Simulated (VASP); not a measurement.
# Au in VASP: a series of runs, part 2 of 2

VASP 6.6.1.

### 3 Single point, LDA (strain +0.030 along x and y, +0.000 along z)

INCAR reads:

```
SYSTEM = Au
PREC = Accurate
ENCUT = 500
EDIFF = 1E-6
ISMEAR = 0
SIGMA = 0.15
LREAL = .FALSE.
LASPH = .TRUE.
NELM = 120
ALGO = Normal
ISIF = 2
LWAVE = .FALSE.
LCHARG = .FALSE.
NBANDS = 12
GGA_COMPAT = .FALSE.
```

KPOINTS reads:

```
Automatic mesh
0
G
  20 20 20
  0 0 0
```

POSCAR reads:

```
Au
1.0
   -1.7069870700      1.7069870700      1.6572690000
    1.7069870700     -1.7069870700      1.6572690000
    1.7069870700      1.7069870700     -1.6572690000
Au
1
Direct
    0.0000000000      0.0000000000      0.0000000000
```

Potentials or basis: VASP PAW LDA potentials, release 64 (Au).

Started as:

```
> cat potpaw_LDA.64/Au/POTCAR > POTCAR
> mpirun -np 1 vasp_std > vasp.out
```

OUTCAR:

```text
SYSTEM = Au
   PREC = Accurate
   ENCUT = 500
   EDIFF = 1E-6
   ISMEAR = 0
   LREAL = .FALSE.
   LASPH = .TRUE.
   NELM = 120
   ISIF = 2

 ion  position               nearest neighbor table
   1  0.000  0.000  0.000-

  LATTYP: Found a body centered tetragonal cell.
 ALAT       =     3.4139741400
 C/A-ratio  =     0.9708737864

  Lattice vectors:

 A1 = (  -1.7069870700,   1.7069870700,   1.6572690000)
 A2 = (   1.7069870700,  -1.7069870700,   1.6572690000)
 A3 = (   1.7069870700,   1.7069870700,  -1.6572690000)

Analysis of symmetry for initial positions (statically):
=====================================================================
 Subroutine PRICEL returns:
 Original cell was already a primitive cell.

 Routine SETGRP: Setting up the symmetry group for a
 body centered tetragonal supercell.

 Subroutine GETGRP returns: Found 16 space group operations
 (whereof 16 operations were pure point group operations)
 out of a pool of 16 trial point group operations.

The static configuration has the point symmetry D_4h.

Analysis of symmetry for dynamics (positions and initial velocities):
=====================================================================
[... 161 lines left out ...]
 fundamental gap:      0.0170413186
 Fermi energy:         7.3408316993

 k-point     1 :       0.0000    0.0000    0.0000
  band No.  band energies     occupation
      1      -1.3496      2.00000
      2       2.9523      2.00000
      3       3.1156      2.00000
      4       3.1156      2.00000
      5       4.5629      2.00000
      6       4.7529      2.00000
      7      23.5399      0.00000
      8      23.5399      0.00000
      9      24.0414      0.00000
     10      29.0582      0.00000
     11      29.0582      0.00000
     12      29.8497      0.00000
[... 331 lines left out ...]
 k-point    24 :      -0.3500    0.0500   -0.0000
  band No.  band energies     occupation
      1       1.0191      2.00000
      2       2.3647      2.00000
      3       3.7555      2.00000
      4       4.5138      2.00000
      5       4.7640      2.00000
      6       5.1139      2.00000
      7      15.5940      0.00000
      8      20.4948      0.00000
      9      21.8066      0.00000
     10      26.4406      0.00000
     11      27.0762      0.00000
     12      29.8908      0.00000

 [... further k-points ...]
[... 5 lines left out ...]
  --------------------------------------------------------------------------------------
  -------------------------------------------------------------------------------------
  Total       -2.2027678     -2.2027678     -2.2366118      0.0000000      0.0000000      0.0000000
  in kB     -182.7114859   -182.7114859   -185.5187205      0.0000000      0.0000000      0.0000000
  external PRESSURE =    -183.6472307 kB  Pullay stress =       0.0000000 kB

 VOLUME and BASIS-vectors are now :
 -----------------------------------------------------------------------------
  energy-cutoff  :      500.00
  volume of cell :       19.32
      direct lattice vectors                 reciprocal lattice vectors
    -1.706987070  1.706987070  1.657269000     0.000000000  0.292913759  0.301701172
     1.706987070 -1.706987070  1.657269000     0.292913759  0.000000000  0.301701172
     1.706987070  1.706987070 -1.657269000     0.292913759  0.292913759  0.000000000

 POSITION                                       TOTAL-FORCE (eV/Angst)
 -----------------------------------------------------------------------------------
      0.00000      0.00000      0.00000        -0.000000      0.000000      0.000000
 -----------------------------------------------------------------------------------
    total drift:                               -0.000000      0.000000     -0.000000

  FREE ENERGIE OF THE ION-ELECTRON SYSTEM (eV)
  ---------------------------------------------------
  free  energy   TOTEN  =        -4.2464789675 eV

  energy  without entropy=       -4.2420973873  energy(sigma->0) =       -4.24428818
```

It took 67 s on 1 thread of AMD EPYC 9R45 (Zen 5), shared host; peak memory 0.21 GiB.

Results:

* Free energy: -4.2465 eV
* Pressure: -18.4 GPa

Stress tensor (GPa, compression positive):
```
-18.27   0.00   0.00
  0.00 -18.27   0.00
  0.00   0.00 -18.55
```

Levels at points of the mesh, in eV from the Fermi level:
```csv
k point,band 2,band 3,band 4,band 5,band 6,band 7,band 8,band 9,band 10,band 11
"(0.00, 0.00, 0.00)",-4.39,-4.23,-4.23,-2.78,-2.59,16.20,16.20,16.70,21.72,21.72
"(0.50, 0.00, 0.00)",-5.22,-2.78,-2.47,-1.45,-0.14,2.91,12.03,12.70,19.78,20.45
"(0.50, 0.50, 0.00)",-5.05,-2.95,-2.58,-1.47,-0.29,2.69,12.47,13.33,20.61,20.86
"(0.50, 0.50, 0.50)",-5.83,-1.78,-1.78,-1.72,5.80,5.80,6.60,8.18,14.46,15.05
```

Caveat: the cell differs from its parent crystal (strain +0.030 along x and y, +0.000 along z); spin-orbit coupling is left out, which moves the levels of the heavy elements.

### 4 Single point, LDA (strain -0.030 along x and y, -0.015 along z)

INCAR reads:

```
ALGO = Normal
EDIFF = 1E-6
ENCUT = 500
GGA = CA
GGA_COMPAT = F
ISIF = 2
ISMEAR = 0
LASPH = T
LCHARG = F
LREAL = F
LWAVE = F
NBANDS = 12
NELM = 120
PREC = Accurate
SIGMA = 0.15
```

KPOINTS reads:

```
k-points
0
Gamma
  20 20 20
```

POSCAR reads:

```
Au
1.0
   -1.6075509300      1.6075509300      1.6324099650
    1.6075509300     -1.6075509300      1.6324099650
    1.6075509300      1.6075509300     -1.6324099650
Au
1
Direct
    0.0000000000      0.0000000000      0.0000000000
```

Started as:

```
> cat potpaw_LDA.64/Au/POTCAR > POTCAR
> mpirun -np 1 vasp_std > vasp.out
```

Wall time 39 s (1 thread of AMD EPYC 9R45 (Zen 5), shared host); peak memory 0.19 GiB.

It converged, with:

| Quantity | Value |
| --- | --- |
| Free energy | -4.4248 eV |
| Pressure | -2.4 GPa |

Levels at points of the mesh, in eV from the Fermi level:
```tsv
k point	band 3	band 4	band 5	band 6	band 7	band 8	band 9	band 10
(0.00, 0.00, 0.00)	-5.00	-4.89	-3.02	-2.90	16.28	16.55	16.55	24.03
(0.50, 0.00, 0.00)	-3.17	-2.76	-1.39	-0.76	3.57	12.40	14.00	22.21
(0.50, 0.50, 0.00)	-3.03	-2.71	-1.37	-0.67	3.69	12.19	13.65	21.72
(0.50, 0.50, 0.50)	-1.80	-1.77	-1.77	5.94	6.38	6.38	9.79	16.04
```

Caveat: the cell differs from its parent crystal (strain -0.030 along x and y, -0.015 along z); spin-orbit coupling is left out, which moves the levels of the heavy elements.

### 5 Overview

| cell | gap on the mesh (eV) | pressure (GPa) |
| --- | --- | --- |
| a = 2.957 Å, angles 109.5°, 1 atom | none | -20.1 |
| a = 2.928 Å, angles 108.7, 108.7, 111.1°, 1 atom | none | -18.4 |
| a = 2.799 Å, angles 109.9, 109.9, 108.6°, 1 atom | none | -2.4 |

Alike in all rows: task single point; level LDA; potentials or basis VASP PAW LDA potentials, release 64 (Au); no spin polarisation; k mesh 20 × 20 × 20; cutoff (eV) 500; smearing gaussian 0.15 eV.

Caveats: spin-orbit coupling is left out, which moves the levels of the heavy elements.

Absolute energies hang on the potentials; compare differences alone.
